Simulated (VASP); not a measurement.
Here is a VASP 6.6.1 calculation.

INCAR

```
SYSTEM = MgO
  ALGO = Normal
  EDIFF = 1E-8
  ENCUT = 600
  GGA = PE
  IBRION = 6
  ISIF = 3
  ISMEAR = 0
  LASPH = .True.
  LCHARG = .False.
  LREAL = .False.
  LWAVE = .False.
  NELM = 80
  NFREE = 2
  NSW = 1
  POTIM = 0.015
  PREC = Accurate
  SIGMA = 0.01
```

KPOINTS

```
k-points
0
Gamma
  14 14 14
  0 0 0
```

The input POSCAR:

```
MgO
1.0
    0.0000000000      2.1268434960      2.1268434960
    2.1268434960      0.0000000000      2.1268434960
    2.1268434960      2.1268434960      0.0000000000
Mg O
1 1
Direct
    0.0000000000      0.0000000000      0.0000000000
    0.5000000000      0.5000000000      0.5000000000
```

Potentials or basis: VASP PAW PBE potentials, release 64 (Mg, O).

Run with:

```sh
$ cat potpaw_PBE.64/Mg/POTCAR potpaw_PBE.64/O/POTCAR > POTCAR
$ mpirun -np 1 vasp_std > vasp.out
```

Q: What does it give for the elastic constants C11, C12, C44?

A: 268, 90, 142 GPa.

Q: What does it give for the Voigt bulk modulus?

A: 149 GPa.

Q: Predict the highest phonon frequency at Γ, LO-TO splitting left out.

A: 368 cm⁻¹.

Phonon frequencies in cm⁻¹ (negative: imaginary):
```csv
q point,frequencies
"(0.000, 0.000, 0.000)",0 0 0 368 368 368
```
